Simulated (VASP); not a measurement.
# GaP (F-43m) in VASP: elastic constants with revPBE

Aim: the elastic constants of GaP with revPBE.

All numbers are computed with VASP 6.6.1; they aren't measurements. Logs are shortened: lines on timing, memory, paths and dates and some standing lists are left out, and cuts for length are marked.

### Step 1. The cell of the first run

It takes space group F-43m (No. 216, cubic). The conventional cell has a = 5.541 Å, b = 5.541 Å, c = 5.541 Å, α = 90.00°, β = 90.00°, γ = 90.00°. Within 3.2 Å of Ga (site symmetry -43m) lie 4 P at 2.40 Å. P (site symmetry -43m) has 4 Ga at 2.40 Å within 3.2 Å.

### Step 2. Elastic constants, revPBE

The input, INCAR:

```
SYSTEM = GaP
  ALGO = Normal
  EDIFF = 1E-8
  ENCUT = 600
  GGA = RE
  IBRION = 6
  ISIF = 3
  ISMEAR = 0
  LASPH = .TRUE.
  LCHARG = .FALSE.
  LREAL = .FALSE.
  LWAVE = .FALSE.
  NELM = 100
  NFREE = 2
  NSW = 1
  POTIM = 0.015
  PREC = Accurate
  SIGMA = 0.01
```

The input, KPOINTS:

```
k-points
0
G
  7 7 7
  0 0 0
```

The input, POSCAR:

```
GaP
1.0
    0.0000000000      2.7706735110      2.7706735110
    2.7706735110      0.0000000000      2.7706735110
    2.7706735110      2.7706735110      0.0000000000
Ga P
1 1
Direct
    0.0000000000      0.0000000000      0.0000000000
    0.2500000000      0.2500000000      0.2500000000
```

Potentials or basis: VASP PAW PBE potentials, release 64 (Ga_d, P).

Run with:

```sh
$ cat potpaw_PBE.64/Ga_d/POTCAR potpaw_PBE.64/P/POTCAR > POTCAR
$ mpirun -np 1 vasp_std > vasp.out
```

OUTCAR:

```text
SYSTEM = GaP
   EDIFF = 1E-8
   ENCUT = 600
   GGA = RE
   IBRION = 6
   ISIF = 3
   ISMEAR = 0
   LASPH = .TRUE.
   LREAL = .FALSE.
   NELM = 100
   NFREE = 2
   NSW = 1
   POTIM = 0.015
   PREC = Accurate

 ion  position               nearest neighbor table
   1  0.000  0.000  0.000-   2 2.40   2 2.40   2 2.40   2 2.40
   2  0.250  0.250  0.250-   1 2.40   1 2.40   1 2.40   1 2.40

  LATTYP: Found a face centered cubic cell.
 ALAT       =     5.5413470220

  Lattice vectors:

 A1 = (   0.0000000000,   2.7706735110,   2.7706735110)
 A2 = (   2.7706735110,   0.0000000000,   2.7706735110)
 A3 = (   2.7706735110,   2.7706735110,   0.0000000000)

Analysis of symmetry for initial positions (statically):
=====================================================================
 Subroutine PRICEL returns:
 Original cell was already a primitive cell.

 Routine SETGRP: Setting up the symmetry group for a
 face centered cubic supercell.

 Subroutine GETGRP returns: Found 24 space group operations
 (whereof 24 operations were pure point group operations)
 out of a pool of 48 trial point group operations.

The static configuration has the point symmetry T_d .

Analysis of symmetry for dynamics (positions and initial velocities):
=====================================================================
 Subroutine PRICEL returns:
 Original cell was already a primitive cell.

 Routine SETGRP: Setting up the symmetry group for a
 face centered cubic supercell.

 Subroutine GETGRP returns: Found 24 space group operations
 (whereof 24 operations were pure point group operations)
 out of a pool of 48 trial point group operations.

The dynamic configuration has the point symmetry T_d .

 Subroutine INISYM returns: Found 24 space group operations
 (whereof 24 operations are pure point group operations),
 and found     1 'primitive' translations
[... 348 lines left out ...]
      9       4.2731      2.00000
     10       5.7475      0.00000
     11       8.1245      0.00000
     12       8.1483      0.00000
     13       8.1745      0.00000
[... 354 lines left out ...]
  band No.  band energies     occupation
      1     -10.2665      2.00000
      2     -10.2349      2.00000
      3     -10.2322      2.00000
      4     -10.1626      2.00000
      5     -10.1548      2.00000
      6      -7.5496      2.00000
      7       2.3692      2.00000
      8       3.4643      2.00000
      9       3.5291      2.00000
     10       7.0868      0.00000
     11       7.7356      0.00000
     12       9.2454      0.00000
     13       9.2749      0.00000

 [... further k-points ...]
[... 5 lines left out ...]
  --------------------------------------------------------------------------------------
  -------------------------------------------------------------------------------------
  Total       -0.0149847     -0.0129606     -0.0129606      0.0000000      0.0910851      0.0000000
  in kB       -0.5643823     -0.4881448     -0.4881448      0.0000000      3.4306146      0.0000000
  external PRESSURE =      -0.5135573 kB  Pullay stress =       0.0000000 kB
[... 17 lines left out ...]
  FREE ENERGIE OF THE ION-ELECTRON SYSTEM (eV)
  ---------------------------------------------------
  free  energy   TOTEN  =        -8.5488139283 eV

  energy  without entropy=       -8.5488139283  energy(sigma->0) =       -8.54881393

 INTERNAL STRAIN TENSORS FROM STRAINED CELLS
 ============================================

 INTERNAL STRAIN TENSOR FOR ION    1 for displacements in x,y,z  (eV/Angst):
          X           Y           Z          XY          YZ          ZX
  --------------------------------------------------------------------------------
  x    -0.00000     0.00000    -0.00000     0.00000     6.06236     0.00000
  y    -0.00000     0.00000    -0.00000     0.00000     0.00000     6.06241
  z    -0.00000     0.00000    -0.00000     6.06229     0.00000     0.00000

 INTERNAL STRAIN TENSORS FROM DISPLACED ATOMS
 ============================================

 INTERNAL STRAIN TENSOR FOR ION    1 for displacements in x,y,z  (eV/Angst):
          X           Y           Z          XY          YZ          ZX
  --------------------------------------------------------------------------------
  x     0.00000     0.00000     0.00000     0.00000     6.06517     0.00000
  y     0.00000     0.00000     0.00000     0.00000     0.00000     6.06517
  z     0.00000     0.00000     0.00000     6.06517     0.00000     0.00000

 INTERNAL STRAIN TENSOR FOR ION    2 for displacements in x,y,z  (eV/Angst):
          X           Y           Z          XY          YZ          ZX
  --------------------------------------------------------------------------------
  x    -0.00000    -0.00000    -0.00000     0.00000    -6.06217     0.00000
  y    -0.00000    -0.00000    -0.00000     0.00000     0.00000    -6.06217
  z    -0.00000    -0.00000    -0.00000    -6.06217     0.00000     0.00000

 Eigenvectors and eigenvalues of the dynamical matrix
 ----------------------------------------------------

   1 f  =   10.097390 THz    63.443771 2PiTHz  336.812665 cm-1    41.759430 meV
             X         Y         Z           dx          dy          dz
      0.000000  0.000000  0.000000     0.554312   -0.000000   -0.000000
      1.385337  1.385337  1.385337    -0.832309    0.000000    0.000000
[... 21 lines left out ...]
   6 f/i=    0.003663 THz     0.023017 2PiTHz    0.122192 cm-1     0.015150 meV
             X         Y         Z           dx          dy          dz
      0.000000  0.000000  0.000000     0.694518   -0.428630   -0.163278
      1.385337  1.385337  1.385337     0.462544   -0.285464   -0.108742

--------------------------------------------------------------------------------------------------------

 ELASTIC MODULI CONTR FROM IONIC RELAXATION (kBar)
 Direction    XX          YY          ZZ          XY          YZ          ZX
 --------------------------------------------------------------------------------
 XX          -0.0000     -0.0000     -0.0000     -0.0000     -0.0000     -0.0000
 YY          -0.0000     -0.0000     -0.0000     -0.0000     -0.0000     -0.0000
 ZZ          -0.0000     -0.0000     -0.0000     -0.0000     -0.0000     -0.0000
 XY          -0.0000     -0.0000     -0.0000   -154.8295      0.0000      0.0000
 YZ          -0.0000     -0.0000     -0.0000      0.0000   -154.8295      0.0000
 ZX          -0.0000     -0.0000     -0.0000      0.0000      0.0000   -154.8295
 --------------------------------------------------------------------------------

 TOTAL ELASTIC MODULI (kBar)
 Direction    XX          YY          ZZ          XY          YZ          ZX
 --------------------------------------------------------------------------------
 XX        1201.3387    480.4155    480.4155     -0.0000     -0.0000     -0.0000
 YY         480.4155   1201.3387    480.4155     -0.0000     -0.0000     -0.0000
 ZZ         480.4155    480.4155   1201.3387     -0.0000     -0.0000     -0.0000
 XY          -0.0000     -0.0000     -0.0000    628.2929      0.0000      0.0000
 YZ          -0.0000     -0.0000     -0.0000      0.0000    628.2929      0.0000
 ZX          -0.0000     -0.0000     -0.0000      0.0000      0.0000    628.2929
 --------------------------------------------------------------------------------
```

OSZICAR:

```text
N       E                     dE             d eps       ncg     rms          rms(c)
DAV:   1     0.805304893545E+02    0.80530E+02   -0.97432E+03   528   0.209E+03
DAV:   2    -0.269204372015E+01   -0.83223E+02   -0.80617E+02   575   0.342E+02
[... 217 lines left out ...]
DAV:   2    -0.854886632972E+01   -0.17808E-02   -0.19286E-02  2191   0.104E+00    0.864E-02
DAV:   3    -0.854881372682E+01    0.52603E-04   -0.45095E-04  2027   0.211E-01    0.390E-02
DAV:   4    -0.854881252178E+01    0.12050E-05   -0.90674E-05  2039   0.110E-01    0.115E-02
DAV:   5    -0.854881380255E+01   -0.12808E-05   -0.23318E-05  1779   0.440E-02    0.807E-03
DAV:   6    -0.854881382892E+01   -0.26372E-07   -0.97510E-07  1996   0.934E-03    0.430E-03
DAV:   7    -0.854881393083E+01   -0.10191E-06   -0.27106E-07  1809   0.424E-03    0.870E-04
DAV:   8    -0.854881392825E+01    0.25748E-08   -0.99833E-09  1529   0.143E-03
  17 F= -.85488139E+01 E0= -.85488139E+01  d E =-.404159E-21
```

Run time: 5.7 min. Hardware: 1 thread of Intel Xeon 6975P-C, shared host; peak memory 0.28 GiB.

What came out:

- Elastic constants C11, C12, C44: 120, 48, 63 GPa
- Voigt bulk modulus: 72 GPa
- Highest phonon frequency at Γ, LO-TO splitting left out: 337 cm⁻¹

Phonon frequencies in cm⁻¹ (negative: imaginary):
```tsv
q point	frequencies
(0.000, 0.000, 0.000)	0 0 0 337 337 337
```

Elastic tensor in Voigt notation (GPa, in the Cartesian axes of the cell as first typed):
```
120  48  48   0   0   0
 48 120  48   0   0   0
 48  48 120   0   0   0
  0   0   0  63   0   0
  0   0   0   0  63   0
  0   0   0   0   0  63
```

Clamped-ion elastic tensor (GPa):
```
120  48  48   0   0   0
 48 120  48   0   0   0
 48  48 120   0   0   0
  0   0   0  78   0   0
  0   0   0   0  78   0
  0   0   0   0   0  78
```

Caveat: the PAW data sets were made with another functional, which shifts forces and pressure a little.
